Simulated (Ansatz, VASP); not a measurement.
## One calculation of AlNi, two programs

POSCAR

```
AlNi
1.0
    1.9200181183     -1.9425589801     -0.0037790393
    1.9512319427      1.9735411424      0.0255001712
    0.0173630105      0.0232309344      3.1752880394
Al Ni
1 1
Direct
   -0.0042343019      0.0203536993     -0.0081235684
    0.5000516049      0.4946897599      0.4962920952
```

The input INCAR.step1:

```
SYSTEM = AlNi
PREC     = Accurate       ! precision mode
ENCUT    = 520            ! plane-wave cutoff, eV
ISMEAR   = 0              ! smearing method
SIGMA    = 0.1            ! smearing width, eV
LREAL    = .FALSE.        ! projectors in reciprocal space
LASPH    = .TRUE.         ! aspherical terms in the spheres
NELM     = 100            ! most SCF steps
NBANDS   = 14             ! bands
GGA      = PE             ! functional
ALGO     = Normal         ! electronic algorithm
EDIFF    = 1E-4           ! SCF threshold, eV
LWAVE    = .TRUE.         ! write WAVECAR
LCHARG   = .FALSE.        ! write CHGCAR
```

Contents of INCAR.step2:

```
SYSTEM = AlNi
PREC     = Accurate       ! precision mode
ENCUT    = 520            ! plane-wave cutoff, eV
EDIFF    = 1E-7           ! SCF threshold, eV
ISMEAR   = 0              ! smearing method
SIGMA    = 0.1            ! smearing width, eV
LREAL    = .FALSE.        ! projectors in reciprocal space
LASPH    = .TRUE.         ! aspherical terms in the spheres
NELM     = 100            ! most SCF steps
ALGO     = Normal         ! electronic algorithm
ISIF     = 2              ! what is computed and relaxed
LWAVE    = .FALSE.        ! write WAVECAR
LCHARG   = .FALSE.        ! write CHGCAR
METAGGA  = R2SCAN         ! meta-GGA
LMIXTAU  = .TRUE.       
NBANDS   = 14             ! bands
ISTART   = 1
```

KPOINTS

```
regular mesh
0
G
  4 4 4
  0 0 0
```

Input for Ansatz:

```yaml
crystal:
  lattice:
    - [1.9200181183, -1.9425589801, -0.0037790393]
    - [1.9512319427, 1.9735411424, 0.0255001712]
    - [0.0173630105, 0.0232309344, 3.1752880394]
  atoms:
    - { symbol: Al, position: [-0.0042343019, 0.0203536993, -0.0081235684] }
    - { symbol: Ni, position: [0.5000516049, 0.4946897599, 0.4962920952] }
basis:
  ecutwfc: 500
kpoints:
  mp_grid: { grid: [4, 4, 4] }
hamiltonian:
  xc: r2scan
scf:
  occupations: { method: gaussian, width: 0.1 }
output:
  forces: true
  stress: true
  eigenvalues: true
```

Change from the starting cell: kmesh displaced: [4, 4, 4] Gamma-centred.

Alike in both runs: task single point; functional r2SCAN; k mesh 4 × 4 × 4; occupations gaussian, width 0.1 eV; no spin polarisation.

|  | VASP | Ansatz |
| --- | --- | --- |
| version | VASP 6.6.1 | Ansatz 0.2.0 |
| potentials or method | VASP PAW PBE potentials, release 64 (Al, Ni), cutoff 520 eV | scalar-relativistic, plane waves, PAW |
| valence electrons in the cell | 13 | 21 |

```tsv
	VASP	Ansatz	Ansatz less VASP
gap on the k mesh at the Fermi level (eV)	none	none	-
pressure (GPa)	-3.2	-3.1	+0.11
traceless stress, the component that is largest in VASP (GPa)	-8.80	-8.69	+0.108
rms of the force components (eV/Å)	0.235	0.234	-0.0012
```

VASP's potentials were made for PBE, not for r2SCAN. Atom by atom the forces differ by 0.001 eV/Å (rms over components). A gap of «none» marks a metal or a gap that the smearing closes. The functional is the same, so the differences come from potentials, cutoffs and numerics. VASP's potentials hold 13 valence electrons a cell and Ansatz's 21, so a difference there can come from the potentials and not from the codes.

The k mesh is coarse, so the values compare programs but aren't converged.
